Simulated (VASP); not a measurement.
# Ba (Cmmm) in VASP: notebook, part 4 of 4

VASP 6.6.1.

## 5. Single point, PBEsol

This run uses another cell than the first one, of the same volume but with other edges.

Contents of INCAR:

```
SYSTEM = Ba
PREC = Accurate
ENCUT = 520
EDIFF = 1E-6
ISMEAR = 0
SIGMA = 0.15
LREAL = .FALSE.
LASPH = .TRUE.
NELM = 100
ALGO = Fast
ISIF = 2
LWAVE = .FALSE.
LCHARG = .TRUE.
GGA = PS
LELF = .TRUE.
LVHAR = .TRUE.
NBANDS = 11
```

Contents of KPOINTS:

```
regular mesh
0
G
  16 16 10
  0 0 0
```

Contents of POSCAR:

```
Ba
1.0
    1.8938657935     -3.5358619675      0.0000000000
    1.8938657935      3.5358619675      0.0000000000
    0.0000000000      0.0000000000      6.0739327496
Ba
1
Direct
    0.0000000000      0.0000000000      0.0000000000
```

Potentials or basis: VASP PAW PBE potentials, release 64 (Ba_sv).

The run is started by

```console
> cat potpaw_PBE.64/Ba_sv/POTCAR > POTCAR
> mpirun -np 1 vasp_std > vasp.out
```

OUTCAR:

```text
SYSTEM = Ba
   PREC = Accurate
   ENCUT = 520
   EDIFF = 1E-6
   ISMEAR = 0
   LREAL = .FALSE.
   LASPH = .TRUE.
   NELM = 100
   ISIF = 2
   GGA = PS

 ion  position               nearest neighbor table
   1  0.000  0.000  0.000-

  LATTYP: Found a base centered orthorhombic cell.
 ALAT       =     3.7877315870
 B/A-ratio  =     1.8670076727
 C/A-ratio  =     1.6035805627

  Lattice vectors:

 A1 = (   1.8938657935,  -3.5358619675,   0.0000000000)
 A2 = (   1.8938657935,   3.5358619675,   0.0000000000)
 A3 = (   0.0000000000,   0.0000000000,   6.0739327496)

Analysis of symmetry for initial positions (statically):
=====================================================================
 Subroutine PRICEL returns:
 Original cell was already a primitive cell.

 Routine SETGRP: Setting up the symmetry group for a
 base centered orthorhombic supercell.

 Subroutine GETGRP returns: Found  8 space group operations
 (whereof  8 operations were pure point group operations)
 out of a pool of  8 trial point group operations.

The static configuration has the point symmetry D_2h.

Analysis of symmetry for dynamics (positions and initial velocities):
=====================================================================
 Subroutine PRICEL returns:
 Original cell was already a primitive cell.

 Routine SETGRP: Setting up the symmetry group for a
 base centered orthorhombic supercell.

 Subroutine GETGRP returns: Found  8 space group operations
 (whereof  8 operations were pure point group operations)
 out of a pool of  8 trial point group operations.

The dynamic configuration has the point symmetry D_2h.

 Subroutine INISYM returns: Found  8 space group operations
 (whereof  8 operations are pure point group operations),
 and found     1 'primitive' translations

----------------------------------------------------------------------------------------

                                     Primitive cell

  volume of cell :      81.3476

[... 112 lines left out ...]
   LHFCALC =     F    Hartree Fock is set to
   AEXX    =    0.0000 exact exchange contribution
   IVDW    =     0    specifies the selected vdW correction
   LEPSILON=     F    determine dielectric tensor
   LRPA    =     F    only Hartree local field effects (RPA)
 non-spin polarized calculation
 RMM-DIIS sequential band-by-band and
 Gauss-broadening in eV      SIGMA  =   0.15
  energy-cutoff  :      520.00
  volume of cell :       81.35
 maximum number of plane-waves:      2214
 NGX is ok and might be reduce to    30

 number of electron      10.0000000 magnetization

 Free energy of the ion-electron system (eV)
  ---------------------------------------------------
  ext. energy  EPLUGINS =         0.00000000
  ---------------------------------------------------
  free energy    TOTEN  =        -1.42573375 eV

  energy without entropy =       -1.38894667  energy(sigma->0) =       -1.40734021

 E-fermi :   0.6070     XC(G=0):  -6.4466

 val. band max:        0.6069401442   @ k =   0.4375   0.0625   0.3000
 cond. band min:       0.6112535869   @ k =   0.5000   0.1875   0.2000
 fundamental gap:      0.0043134427
 Fermi energy:         0.6070261445

 k-point     1 :       0.0000    0.0000    0.0000
  band No.  band energies     occupation
      1     -28.4471      2.00000
      2     -13.7162      2.00000
      3     -13.0958      2.00000
      4     -12.9837      2.00000
      5      -1.6975      2.00000
      6       0.4848      1.75069
      7       2.1228      0.00000
      8       3.1870      0.00000
      9       3.2465      0.00000
     10       4.8577      0.00000
     11       5.2211      0.00000
[... 309 lines left out ...]
 k-point    24 :      -0.0625    0.0625    0.0000
  band No.  band energies     occupation
      1     -28.4433      2.00000
      2     -13.7109      2.00000
      3     -13.1362      2.00000
      4     -12.9906      2.00000
      5      -1.6110      2.00000
      6       0.5425      1.45699
      7       2.0409      0.00000
      8       3.0622      0.00000
      9       3.2683      0.00000
     10       5.0224      0.00000
     11       5.1882      0.00000

 [... further k-points ...]

------------------------ aborting loop because EDIFF is reached ----------------------------------------

  FORCE on cell =-STRESS in cart. coord.  units (eV):
  Direction    XX          YY          ZZ          XY          YZ          ZX
  --------------------------------------------------------------------------------------
  -------------------------------------------------------------------------------------
  Total        1.4526698      0.6993445     -1.0619897      0.0000000      0.0000000      0.0000000
  in kB       28.6109976     13.7739101    -20.9163742      0.0000000      0.0000000      0.0000000
  external PRESSURE =       7.1561779 kB  Pullay stress =       0.0000000 kB

 VOLUME and BASIS-vectors are now :
 -----------------------------------------------------------------------------
  energy-cutoff  :      520.00
  volume of cell :       81.35
      direct lattice vectors                 reciprocal lattice vectors
     1.893865794 -3.535861967  0.000000000     0.264010260 -0.141408235  0.000000000
     1.893865794  3.535861967  0.000000000     0.264010260  0.141408235  0.000000000
     0.000000000  0.000000000  6.073932750     0.000000000  0.000000000  0.164637977

 POSITION                                       TOTAL-FORCE (eV/Angst)
 -----------------------------------------------------------------------------------
      0.00000      0.00000      0.00000        -0.000000      0.000000      0.000000
 -----------------------------------------------------------------------------------
    total drift:                                0.000000      0.000000      0.000000

  FREE ENERGIE OF THE ION-ELECTRON SYSTEM (eV)
  ---------------------------------------------------
  free  energy   TOTEN  =        -1.4257337496 eV

  energy  without entropy=       -1.3889466704  energy(sigma->0) =       -1.40734021
```

OSZICAR:

```text
N       E                     dE             d eps       ncg     rms          rms(c)
DAV:   1     0.617001828786E+02    0.61700E+02   -0.39528E+03  9636   0.720E+02
DAV:   2     0.209257893450E+01   -0.59608E+02   -0.58017E+02 11856   0.134E+02
DAV:   3    -0.162581656412E+01   -0.37184E+01   -0.36710E+01 12394   0.365E+01
DAV:   4    -0.176309061739E+01   -0.13727E+00   -0.13684E+00 12829   0.616E+00
DAV:   5    -0.176670411845E+01   -0.36135E-02   -0.36127E-02 13022   0.832E-01    0.279E+00
RMM:   6    -0.147337955515E+01    0.29332E+00   -0.10638E-01 10256   0.160E+00    0.134E+00
RMM:   7    -0.142570813045E+01    0.47671E-01   -0.96288E-02 11525   0.143E+00    0.266E-01
RMM:   8    -0.142550601116E+01    0.20212E-03   -0.72947E-03 12075   0.483E-01    0.172E-01
RMM:   9    -0.142563902830E+01   -0.13302E-03   -0.25056E-03 14148   0.270E-01    0.263E-02
RMM:  10    -0.142570227630E+01   -0.63248E-04   -0.39279E-04 14810   0.788E-02    0.152E-02
RMM:  11    -0.142573144521E+01   -0.29169E-04   -0.76195E-05 14595   0.408E-02    0.354E-03
RMM:  12    -0.142573342224E+01   -0.19770E-05   -0.24166E-05 13963   0.152E-02    0.193E-03
RMM:  13    -0.142573374959E+01   -0.32735E-06   -0.50861E-06 12269   0.692E-03
   1 F= -.14257337E+01 E0= -.14073402E+01  d E =-.367871E-01
```

stdout:

```text
POSCAR found type information on POSCAR Ba
 POSCAR found :  1 types and       1 ions
 scaLAPACK will be used
 -----------------------------------------------------------------------------
|                                                                             |
|                                                                             |
|     You enforced a specific xc type in the INCAR file but a different       |
|     I HOPE YOU KNOW WHAT YOU ARE DOING!                                     |
|                                                                             |
 -----------------------------------------------------------------------------

 LDA part: xc-table for (Slater+PW92), standard interpolation
 POSCAR, INCAR and KPOINTS ok, starting setup
 FFT: planning ... GRIDC
 FFT: planning ... GRID_SOFT
 FFT: planning ... GRID
 WAVECAR not read
 entering main loop
WARNING in EDDRMM: call to ZHEGV failed, returncode =   6  3      8
```

It took 2.4 min on 1 thread of Intel Xeon 6975P-C (Granite Rapids), shared host; peak memory 0.5 GiB.

Results:

```yaml
Free_energy: -1.4257 eV
Pressure: 0.7 GPa
Band_gap_on_the_k_mesh: zero (bands 5 and 6 overlap by 1.07 eV)
```

Levels at points of the mesh, in eV from the Fermi level:
```csv
k point,band 3,band 4,band 5,band 6,band 7,band 8
"(0.00, 0.00, 0.00)",-13.70,-13.59,-2.30,-0.12,1.52,2.58
"(0.50, 0.00, 0.00)",-14.13,-13.94,-0.85,0.34,1.67,2.09
"(0.50, 0.50, 0.00)",-14.18,-13.77,-0.79,0.33,1.34,1.71
"(0.00, 0.00, 0.50)",-13.70,-13.59,-1.86,-0.16,1.52,1.67
"(0.50, 0.00, 0.50)",-14.13,-13.94,-0.77,-0.17,3.09,3.11
"(0.50, 0.50, 0.50)",-14.19,-13.77,-0.70,-0.24,2.79,2.80
```

Caveat: the PAW data sets were made with another functional, which shifts forces and pressure a little; spin-orbit coupling is left out, which moves the levels of the heavy elements.

## 6. Single point, PBEsol

This run uses another cell than the first one, of the same volume but with other edges.

Contents of INCAR:

```
PREC = Accurate ; ENCUT = 520
EDIFF = 1E-7 ; ISMEAR = 0
SIGMA = 0.15 ; LREAL = F
LASPH = T ; NELM = 100
ALGO = Fast ; ISIF = 2
LWAVE = F ; LCHARG = F
GGA = PS ; NBANDS = 11
```

Contents of KPOINTS:

```
Automatic mesh
0
Gamma
  16 16 10
```

Contents of POSCAR:

```
Ba
1.0
    1.9817841502     -3.7000062140      0.0000000000
    1.9817841502      3.7000062140      0.0000000000
    0.0000000000      0.0000000000      5.5469682200
Ba
1
Direct
    0.0000000000      0.0000000000      0.0000000000
```

Potentials or basis: VASP PAW PBE potentials, release 64 (Ba_sv).

The run is started by

```console
> cat potpaw_PBE.64/Ba_sv/POTCAR > POTCAR
> mpirun -np 1 vasp_std > vasp.out
```

It took 2.2 min on 1 thread of Intel Xeon 6975P-C (Granite Rapids), shared host; peak memory 0.5 GiB.

It converged, with:

```
Free energy            : -1.5986 eV
Pressure               : -0.2 GPa
Band gap on the k mesh : zero (bands 5 and 6 overlap by 0.84 eV)
```

Stress tensor (GPa, compression positive):
```
 1.64  0.00  0.00
 0.00  0.22  0.00
 0.00  0.00 -2.33
```

Levels at points of the mesh, in eV from the Fermi level:
| k point | band 3 | band 4 | band 5 | band 6 | band 7 | band 8 |
| --- | --- | --- | --- | --- | --- | --- |
| (0.00, 0.00, 0.00) | -13.94 | -13.86 | -2.39 | 0.02 | 1.46 | 2.39 |
| (0.50, 0.00, 0.00) | -14.23 | -14.10 | -0.73 | 0.75 | 1.34 | 1.62 |
| (0.50, 0.50, 0.00) | -14.27 | -13.98 | -0.74 | 0.77 | 1.07 | 1.27 |
| (0.00, 0.00, 0.50) | -13.94 | -13.86 | -1.74 | -0.16 | 1.50 | 2.38 |
| (0.50, 0.00, 0.50) | -14.25 | -14.10 | -0.54 | -0.17 | 2.81 | 2.85 |
| (0.50, 0.50, 0.50) | -14.29 | -13.98 | -0.53 | -0.23 | 2.52 | 2.54 |

Caveat: the PAW data sets were made with another functional, which shifts forces and pressure a little; spin-orbit coupling is left out, which moves the levels of the heavy elements.

## 7. The runs side by side

```tsv
cell	further INCAR settings	gap on the mesh (eV)	pressure (GPa)
a = 4.371, b = 4.371, c = 5.115 Å, angles 90.0, 90.0, 123.7°, 1 atom	ALGO = Fast; EDIFF = 1e-06; NBANDS = 11	none	-0.8
a = 3.896, b = 3.896, c = 6.437 Å, angles 90.0, 90.0, 123.7°, 1 atom	ALGO = Fast; EDIFF = 1e-06; NBANDS = 11	none	1.3
a = 4.257, b = 4.257, c = 5.392 Å, angles 90.0, 90.0, 123.7°, 1 atom	ALGO = Fast; EDIFF = 1e-06; NBANDS = 11	none	-0.4
a = 4.011, b = 4.011, c = 6.074 Å, angles 90.0, 90.0, 123.7°, 1 atom	ALGO = Fast; EDIFF = 1e-06; NBANDS = 11	none	0.7
a = 4.197, b = 4.197, c = 5.547 Å, angles 90.0, 90.0, 123.7°, 1 atom	ALGO = Fast; EDIFF = 1e-07; NBANDS = 11	none	-0.2
```

Alike in all rows: task single point; level PBEsol; potentials or basis VASP PAW PBE potentials, release 64 (Ba_sv); no spin polarisation; k mesh 16 × 16 × 10; cutoff (eV) 520; smearing gaussian 0.15 eV.

Caveats: the PAW data sets were made with another functional, which shifts forces and pressure a little; spin-orbit coupling is left out, which moves the levels of the heavy elements.

Total energies depend on the potentials used, so only differences within one code and one set of settings carry meaning.
